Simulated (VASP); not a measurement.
# Pt (Pm-3m) in VASP: single point with PBE

Aim: the single point of Pt with PBE.

All numbers are computed with VASP 6.6.1; they aren't measurements. Logs are shortened: lines on timing, memory, paths and dates and some standing lists are left out, and cuts for length are marked.

## 1. The cell of the first run

Symmetry: Pm-3m, No. 221, cubic system. The conventional cell has a = 4.259 Å, b = 4.259 Å, c = 4.259 Å, α = 90.00°, β = 90.00°, γ = 90.00°. Pt (site symmetry 4/mmm) has 8 Pt at 3.01 Å within 4.0 Å.

## 2. Single point, PBE

Input file INCAR:

```
SYSTEM = Pt
PREC = Accurate ; ENCUT = 500
EDIFF = 1E-6 ; ISMEAR = -1
SIGMA = 0.1 ; LREAL = .FALSE.
LASPH = .TRUE. ; NELM = 120
ALGO = Normal ; ISIF = 2
LWAVE = .FALSE. ; LCHARG = .TRUE.
GGA = PE ; LELF = .TRUE.
LVHAR = .TRUE. ; NBANDS = 22
GGA_COMPAT = .FALSE.
```

Input file KPOINTS:

```
Automatic mesh
0
G
  6 6 6
  0 0 0
```

Input file POSCAR:

```
Pt
1.0
    4.2585860000      0.0000000000      0.0000000000
    0.0000000000      4.2585860000      0.0000000000
    0.0000000000      0.0000000000      4.2585860000
Pt
3
Direct
    0.5000000000      0.0000000000      0.5000000000
    0.5000000000      0.5000000000      0.0000000000
    0.0000000000      0.5000000000      0.5000000000
```

Potentials or basis: VASP PAW PBE potentials, release 64 (Pt).

Command:

```bash
$ cat potpaw_PBE.64/Pt/POTCAR > POTCAR
$ mpirun -np 1 vasp_std > vasp.out
```

OUTCAR:

```text
SYSTEM = Pt
   PREC = Accurate
   ENCUT = 500
   EDIFF = 1E-6
   ISMEAR = -1
   LREAL = .FALSE.
   LASPH = .TRUE.
   NELM = 120
   ISIF = 2
   GGA = PE

 ion  position               nearest neighbor table
   1  0.500  0.000  0.500-   2 3.01   3 3.01   2 3.01   2 3.01   3 3.01   2 3.01   3 3.01   3 3.01

   2  0.500  0.500  0.000-   1 3.01   3 3.01   1 3.01   3 3.01   1 3.01   1 3.01   3 3.01   3 3.01

   3  0.000  0.500  0.500-   1 3.01   2 3.01   2 3.01   1 3.01   1 3.01   2 3.01   2 3.01   1 3.01

  LATTYP: Found a simple cubic cell.
 ALAT       =     4.2585860000

  Lattice vectors:

 A1 = (   4.2585860000,   0.0000000000,   0.0000000000)
 A2 = (   0.0000000000,   4.2585860000,   0.0000000000)
 A3 = (   0.0000000000,   0.0000000000,   4.2585860000)

Analysis of symmetry for initial positions (statically):
=====================================================================
 Subroutine PRICEL returns:
 Original cell was already a primitive cell.

 Routine SETGRP: Setting up the symmetry group for a
 simple cubic supercell.

 Subroutine GETGRP returns: Found 48 space group operations
[... 9 lines left out ...]

 Routine SETGRP: Setting up the symmetry group for a
 simple cubic supercell.

 Subroutine GETGRP returns: Found 48 space group operations
[... 11 lines left out ...]
                                     Primitive cell

  volume of cell :      77.2318

  direct lattice vectors                    reciprocal lattice vectors
     4.258586000  0.000000000  0.000000000     0.234819727  0.000000000  0.000000000
     0.000000000  4.258586000  0.000000000     0.000000000  0.234819727  0.000000000
     0.000000000  0.000000000  4.258586000     0.000000000  0.000000000  0.234819727

  length of vectors
     4.258586000  4.258586000  4.258586000     0.234819727  0.234819727  0.234819727

  position of ions in fractional coordinates (direct lattice)
     0.500000000  0.000000000  0.500000000
     0.500000000  0.500000000  0.000000000
     0.000000000  0.500000000  0.500000000

  ion indices of the primitive-cell ions
   primitive index   ion index
                 1           1
                 2           2
                 3           3

----------------------------------------------------------------------------------------

 KPOINTS: Automatic mesh

Automatic generation of k-mesh.
 Grid dimensions read from file:
 generate k-points for:    6    6    6

 Generating k-lattice:

  Cartesian coordinates                     Fractional coordinates (reciprocal lattice)
     0.039136621  0.000000000  0.000000000     0.166666667  0.000000000  0.000000000
     0.000000000  0.039136621  0.000000000     0.000000000  0.166666667  0.000000000
     0.000000000  0.000000000  0.039136621     0.000000000  0.000000000  0.166666667

  Length of vectors
     0.039136621  0.039136621  0.039136621

  Shift w.r.t. Gamma in fractional coordinates (k-lattice)
     0.000000000  0.000000000  0.000000000

 Subroutine IBZKPT returns following result:
 ===========================================

 Found     20 irreducible k-points:

 Following reciprocal coordinates:
            Coordinates               Weight
  0.000000  0.000000  0.000000      1.000000
  0.166667  0.000000  0.000000      6.000000
  0.333333  0.000000  0.000000      6.000000
  0.500000  0.000000  0.000000      3.000000
  0.166667  0.166667  0.000000     12.000000
  0.333333  0.166667  0.000000     24.000000
[... 12 lines left out ...]
  0.500000  0.500000  0.333333      6.000000
  0.500000  0.500000  0.500000      1.000000
   k-points           NKPTS =     20   k-points in BZ     NKDIM =     20   number of bands    NBANDS=     22
   number of dos      NEDOS =    301   number of ions     NIONS =      3
   total plane-waves  NPLWV =  32768
   dimension x,y,z NGX =    32 NGY =   32 NGZ =   32
   dimension x,y,z NGXF=    64 NGYF=   64 NGZF=   64
   ions per type =               3
   NGX,Y,Z   is equivalent  to a cutoff of  12.49, 12.49, 12.49 a.u.
   NGXF,Y,Z  is equivalent  to a cutoff of  24.98, 24.98, 24.98 a.u.
 SYSTEM =  Pt
   PREC   = accura    normal or accurate (medium, high low for compatibility)
   ISTART =      0    job   : 0-new  1-cont  2-samecut
   ICHARG =      2    charge: 1-file 2-atom 10-const
   ISPIN  =      1    spin polarized calculation?
   LNONCOLLINEAR =      F non collinear calculations
   LSORBIT =      F    spin-orbit coupling
   LASPH  =      T    aspherical Exc in radial PAW
   ENCUT  =  500.0 eV  36.75 Ry    6.06 a.u.   7.76  7.76  7.76*2*pi/ulx,y,z
   NELM   =    120;   NELMIN=  2; NELMDL= -5     # of ELM steps
   EDIFF  = 0.1E-05   stopping-criterion for ELM
   LREAL  =      F    real-space projection
   EDIFFG = 0.1E-04   stopping-criterion for IOM
   NSW    =      0    number of steps for IOM
   IBRION =     -1    ionic relax: 0-MD 1-quasi-New 2-CG
   NFREE  =      0    steps in history (QN), initial steepest desc. (CG)
   ISIF   =      2    stress and relaxation
   ISYM   =      2    0-nonsym 1-usesym 2-fastsym
   POTIM  = 0.5000    time-step for ionic-motion
   TEBEG  =    0.0;   TEEND  =   0.0 temperature during run
   PSTRESS=    0.0 pullay stress
   NELECT =      30.0000    total number of electrons
   NUPDOWN=      -1.0000    fix difference up-down
   EMIN   =  10.00;   EMAX   =-10.00  energy-range for DOS
   EFERMI =   0.00;   METHOD = LEGACY
   ISMEAR =    -1;   SIGMA  =   0.10  broadening in eV -4-tet -1-fermi 0-gaus
   EFERMI_NEDOS =   21; number of points for ismear=-14 and -15
   IALGO  =     38    algorithm
   IMIX   =      4    mixing-type and parameters
     AMIX     =   0.40;   BMIX     =  1.00
     AMIX_MAG =   1.60;   BMIX_MAG =  1.00
  volume/ion in A,a.u.               =      25.74       173.73
  Fermi-wavevector in a.u.,A,eV,Ry     =   1.194492  2.257262 19.412936  1.426811
  Thomas-Fermi vector in A             =   2.330481
   LORBIT       =      0    0 simple, 1 ext, 2 COOP (PROOUT), +10 PAW based schemes
   GGA     = PE    functional components
   LHFCALC =     F    Hartree Fock is set to
   AEXX    =    0.0000 exact exchange contribution
   IVDW    =     0    specifies the selected vdW correction
   LEPSILON=     F    determine dielectric tensor
   LRPA    =     F    only Hartree local field effects (RPA)
 non-spin polarized calculation
  energy-cutoff  :      500.00
  volume of cell :       77.23
 maximum number of plane-waves:      1984
 NGX is ok and might be reduce to    32
   NGX = 15   NGY = 15   NGZ = 15

 number of electron      30.0000008 magnetization

 Free energy of the ion-electron system (eV)
  ---------------------------------------------------
  ext. energy  EPLUGINS =         0.00000000
  ---------------------------------------------------
  free energy    TOTEN  =       -15.06769567 eV

  energy without entropy =      -14.92004206  energy(sigma->0) =      -14.99386886

 E-fermi :   3.5553     XC(G=0): -10.2241

 val. band max:        3.4900416251   @ k =   0.5000   0.1667   0.1667
 cond. band min:       3.6427708105   @ k =   0.5000   0.3333   0.3333
 fundamental gap:      0.1527291854
 Fermi energy:         3.5553031143

 k-point     1 :       0.0000    0.0000    0.0000
  band No.  band energies     occupation
      1      -2.5437      2.00000
      2      -0.0045      2.00000
      3       0.2320      2.00000
      4       0.2320      2.00000
      5       0.2320      2.00000
      6       0.6596      2.00000
[... 14 lines left out ...]
     21      10.0828      0.00000
     22      14.1927      0.00000

 k-point     2 :       0.1667    0.0000    0.0000
  band No.  band energies     occupation
      1      -2.2837      2.00000
      2       0.1520      2.00000
      3       0.2760      2.00000
      4       0.3766      2.00000
      5       0.3766      2.00000
      6       0.6891      2.00000
[... 14 lines left out ...]
     21      11.7340      0.00000
     22      14.5873      0.00000

 k-point     3 :       0.3333    0.0000    0.0000
  band No.  band energies     occupation
      1      -1.6066      2.00000
      2       0.3718      2.00000
      3       0.4821      2.00000
      4       0.8003      2.00000
      5       0.8003      2.00000
      6       0.8466      2.00000
[... 14 lines left out ...]
     21      12.4931      0.00000
     22      13.6875      0.00000

 k-point     4 :       0.5000    0.0000    0.0000
  band No.  band energies     occupation
      1      -1.1041      2.00000
      2       0.4243      2.00000
      3       0.6109      2.00000
      4       1.1241      2.00000
      5       1.3353      2.00000
      6       1.3353      2.00000
[... 14 lines left out ...]
     21      12.4927      0.00000
     22      13.2479      0.00000

 k-point     5 :       0.1667    0.1667    0.0000
  band No.  band energies     occupation
      1      -2.0339      2.00000
      2       0.3098      2.00000
      3       0.3414      2.00000
      4       0.4723      2.00000
      5       0.4991      2.00000
      6       0.7974      2.00000
[... 14 lines left out ...]
     21      12.8431      0.00000
     22      13.2700      0.00000

 k-point     6 :       0.3333    0.1667    0.0000
  band No.  band energies     occupation
      1      -1.3775      2.00000
      2       0.4615      2.00000
      3       0.6563      2.00000
      4       0.7083      2.00000
      5       0.8919      2.00000
      6       1.0380      2.00000
[... 14 lines left out ...]
     21      12.1469      0.00000
     22      13.3679      0.00000

 k-point     7 :       0.5000    0.1667    0.0000
  band No.  band energies     occupation
      1      -0.8646      2.00000
      2       0.5270      2.00000
      3       0.7775      2.00000
      4       0.7860      2.00000
      5       1.3745      2.00000
      6       1.3929      2.00000
[... 224 lines left out ...]
      6       1.5156      2.00000
[... 14 lines left out ...]
     21      11.3746      0.00000
     22      11.3746      0.00000

 k-point    17 :       0.3333    0.3333    0.3333
  band No.  band energies     occupation
      1      -0.6153      2.00000
      2       0.2637      2.00000
      3       0.2637      2.00000
      4       0.9887      2.00000
      5       1.4538      2.00000
      6       1.4538      2.00000
[... 14 lines left out ...]
     21       9.3490      0.00000
     22      11.0692      0.00000

 k-point    18 :       0.5000    0.3333    0.3333
  band No.  band energies     occupation
      1      -0.3920      2.00000
      2      -0.1065      2.00000
      3       0.1697      2.00000
      4       0.9023      2.00000
      5       1.3995      2.00000
      6       1.4867      2.00000
[... 14 lines left out ...]
     21       9.1739      0.00000
     22      10.6077      0.00000

 k-point    19 :       0.5000    0.5000    0.3333
  band No.  band energies     occupation
      1      -0.2290      2.00000
      2      -0.2290      2.00000
      3      -0.2068      2.00000
      4       0.7821      2.00000
      5       1.4972      2.00000
      6       1.4972      2.00000
[... 14 lines left out ...]
     21       8.9124      0.00000
     22       8.9124      0.00000

 k-point    20 :       0.5000    0.5000    0.5000
  band No.  band energies     occupation
      1      -0.3510      2.00000
      2      -0.3510      2.00000
      3      -0.3510      2.00000
      4       0.6507      2.00000
      5       1.5048      2.00000
      6       1.5048      2.00000
[... 14 lines left out ...]
     21       7.5324      0.00000
     22       7.5324      0.00000

------------------------ aborting loop because EDIFF is reached ----------------------------------------

  FORCE on cell =-STRESS in cart. coord.  units (eV):
  Direction    XX          YY          ZZ          XY          YZ          ZX
  --------------------------------------------------------------------------------------
  -------------------------------------------------------------------------------------
  Total      -12.4806910    -12.4806910    -12.4806910      0.0000000      0.0000000      0.0000000
  in kB     -258.9124582   -258.9124582   -258.9124582      0.0000000      0.0000000      0.0000000
  external PRESSURE =    -258.9124582 kB  Pullay stress =       0.0000000 kB

 VOLUME and BASIS-vectors are now :
 -----------------------------------------------------------------------------
  energy-cutoff  :      500.00
  volume of cell :       77.23
      direct lattice vectors                 reciprocal lattice vectors
     4.258586000  0.000000000  0.000000000     0.234819727  0.000000000  0.000000000
     0.000000000  4.258586000  0.000000000     0.000000000  0.234819727  0.000000000
     0.000000000  0.000000000  4.258586000     0.000000000  0.000000000  0.234819727

 POSITION                                       TOTAL-FORCE (eV/Angst)
 -----------------------------------------------------------------------------------
      2.12929      0.00000      2.12929         0.000000      0.000000      0.000000
      2.12929      2.12929      0.00000         0.000000      0.000000      0.000000
      0.00000      2.12929      2.12929         0.000000      0.000000      0.000000
 -----------------------------------------------------------------------------------
    total drift:                                0.000000     -0.000000     -0.000000

  FREE ENERGIE OF THE ION-ELECTRON SYSTEM (eV)
  ---------------------------------------------------
  free  energy   TOTEN  =       -15.0676956679 eV

  energy  without entropy=      -14.9200420578  energy(sigma->0) =      -14.99386886
```

It took 14 s on 1 thread of AMD EPYC 9R45 (Zen 5), shared host; peak memory 0.15 GiB.

Results:

| Property | Result |
| --- | --- |
| Free energy | -15.0677 eV |
| Pressure | -25.9 GPa |
| Band gap on the k mesh | zero (band 15 reaches 4.20 eV, above the bottom of band 16 at 3.21 eV) |

Caveat: spin-orbit coupling is left out, which moves the levels of the heavy elements.
